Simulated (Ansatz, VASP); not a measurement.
# BP: VASP beside Ansatz

The input POSCAR:

```
BP
1.0
    0.0000000000      2.2349650000      2.2690000000
    2.2690000000      0.0000000000      2.2690000000
    2.2690000000      2.2349650000      0.0000000000
B P
1 1
Direct
    0.0000000000      0.0000000000      0.0000000000
    0.7500000000      0.7500000000      0.7500000000
```

The input INCAR.step1:

```
  ALGO = Normal
  EDIFF = 1E-4
  ENCUT = 520
  GGA = PE
  ISMEAR = 0
  LASPH = T
  LCHARG = F
  LREAL = F
  LWAVE = T
  NBANDS = 11
  NELM = 100
  PREC = Accurate
  SIGMA = 0.05
```

File INCAR.step2:

```
  ALGO = Normal
  EDIFF = 1E-6
  ENCUT = 520
  ISIF = 2
  ISMEAR = 0
  ISTART = 1
  LASPH = T
  LCHARG = F
  LMIXTAU = T
  LREAL = F
  LWAVE = F
  METAGGA = R2SCAN
  NBANDS = 11
  NELM = 100
  PREC = Accurate
  SIGMA = 0.05
```

KPOINTS

```
k-points
0
Gamma
  8 8 8
```

Input for Ansatz:

```yaml
crystal:
  lattice:
    - [0.0, 2.234965, 2.269]
    - [2.269, 0.0, 2.269]
    - [2.269, 2.234965, 0.0]
  atoms:
    - { symbol: B, position: [0.0, 0.0, 0.0] }
    - { symbol: P, position: [0.75, 0.75, 0.75] }
basis:
  ecutwfc: 500
kpoints:
  mp_grid: { grid: [8, 8, 8] }
hamiltonian:
  xc: r2scan
scf:
  occupations: { method: gaussian, width: 0.05 }
output:
  forces: true
  stress: true
  eigenvalues: true
```

Change from the starting cell: strain -0.0150 x Voigt [0, 1, 0, 0, 0, 0], atoms carried along.

Alike in both runs: task single point; functional r2SCAN; k mesh 8 × 8 × 8; occupations gaussian, width 0.05 eV; no spin polarisation.

```csv
,VASP,Ansatz
version,VASP 6.6.1,Ansatz 0.2.0
potentials or method,"VASP PAW PBE potentials, release 64 (B, P), cutoff 520 eV","scalar-relativistic, plane waves, PAW"
valence electrons in the cell,8,8
```

|  | VASP | Ansatz | Ansatz less VASP |
| --- | --- | --- | --- |
| gap on the k mesh at the Fermi level (eV) | 1.22 | 1.19 | -0.029 |
| least direct gap on the mesh (eV) | 3.50 | 3.46 | -0.040 |
| pressure (GPa) | 1.9 | 2.5 | +0.52 |
| traceless stress, the component that is largest in VASP (GPa) | 2.89 | 2.87 | -0.013 |

VASP's potentials were made for PBE, not for r2SCAN. With one functional, cell and mesh, what is left measures potentials, basis and numerics.
